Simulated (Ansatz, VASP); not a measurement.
# Two plane-wave programs on HC8

File INCAR:

```
SYSTEM = HC8
  ALGO = Normal
  DIPOL = 0.5 0.5 0.246
  EDIFF = 1E-6
  ENCUT = 520
  GGA = PE
  IDIPOL = 3
  ISIF = 2
  ISMEAR = 0
  ISPIN = 2
  IVDW = 12
  LASPH = .TRUE.
  LCHARG = .FALSE.
  LDIPOL = .TRUE.
  LORBIT = 11
  LREAL = .FALSE.
  LWAVE = .FALSE.
  MAGMOM = 0 0 0 0 0 0 0 0 1
  NBANDS = 30
  NELM = 150
  PREC = Accurate
  SIGMA = 0.1
```

KPOINTS

```
k-points
0
G
  6 6 1
  0 0 0
```

POSCAR

```
HC8
1.0
    4.9313048824     -0.0000000001      0.0000000000
   -2.4656524412      4.2706353020      0.0000000000
    0.0000000000      0.0000000000     17.0000331944
C H
8 1
Direct
    0.3333333333      0.1666666667      0.2352956108
    0.3333333333      0.6666666667      0.2352956108
    0.8333333333      0.1666666667      0.2352956108
    0.8333333333      0.6666666667      0.2352956108
    0.1666666667      0.3333333333      0.2352936582
    0.1666666667      0.8333333333      0.2352936582
    0.6666666667      0.3333333333      0.2352936582
    0.6666666667      0.8333333333      0.2352936582
    0.3333333333      0.1666666667      0.3311777765
```

Input for Ansatz:

```yaml
crystal:
  lattice:
    - [4.9313048824, -1.0e-10, 0.0]
    - [-2.4656524412, 4.270635302, 0.0]
    - [0.0, 0.0, 17.0000331944]
  atoms:
    - { symbol: C, position: [0.3333333333, 0.1666666667, 0.2352956108] }
    - { symbol: C, position: [0.3333333333, 0.6666666667, 0.2352956108] }
    - { symbol: C, position: [0.8333333333, 0.1666666667, 0.2352956108] }
    - { symbol: C, position: [0.8333333333, 0.6666666667, 0.2352956108] }
    - { symbol: C, position: [0.1666666667, 0.3333333333, 0.2352936582] }
    - { symbol: C, position: [0.1666666667, 0.8333333333, 0.2352936582] }
    - { symbol: C, position: [0.6666666667, 0.3333333333, 0.2352936582] }
    - { symbol: C, position: [0.6666666667, 0.8333333333, 0.2352936582] }
    - { symbol: H, position: [0.3333333333, 0.1666666667, 0.3311777765], spin: 1.0 }
basis:
  ecutwfc: 420
kpoints:
  mp_grid: { grid: [6, 6, 1] }
hamiltonian:
  xc: pbe
  pseudopotentials: { kind: paw, azcp: { folder: soft_1 } }
  dispersion: d3bj
scf:
  occupations: { method: gaussian, width: 0.1 }
output:
  forces: true
  eigenvalues: true
  populations: true
magnetization:
  spin_polarized: true
efield:
  axis: 3
  dipole_correction: true
  ramp_width: 0.04
```

Alike in both runs: task single point; functional PBE; dispersion D3(BJ); k mesh 6 × 6 × 1; occupations gaussian, width 0.1 eV; collinear spin.

|  | VASP | Ansatz |
| --- | --- | --- |
| version | VASP 6.6.1 | Ansatz 0.2.0 |
| potentials or method | VASP PAW PBE potentials, release 64 (C, H), cutoff 520 eV | scalar-relativistic, plane waves, PAW |
| valence electrons in the cell | 33 | 33 |

```tsv
	VASP	Ansatz	Ansatz less VASP
gap on the k mesh at the Fermi level (eV)	0.30	0.29	-0.006
least direct gap on the mesh (eV)	0.45	0.44	-0.010
rms of the force components (eV/Å)	0.629	0.627	-0.0020
net moment per atom (μB)	0.11	0.11	0.000
size of the moment on the site where the two differ most (μB)	0.26	0.35	+0.090
```

Site moments also hang on the region over which each program counts them. Atom by atom the forces differ by 0.002 eV/Å (rms over components).
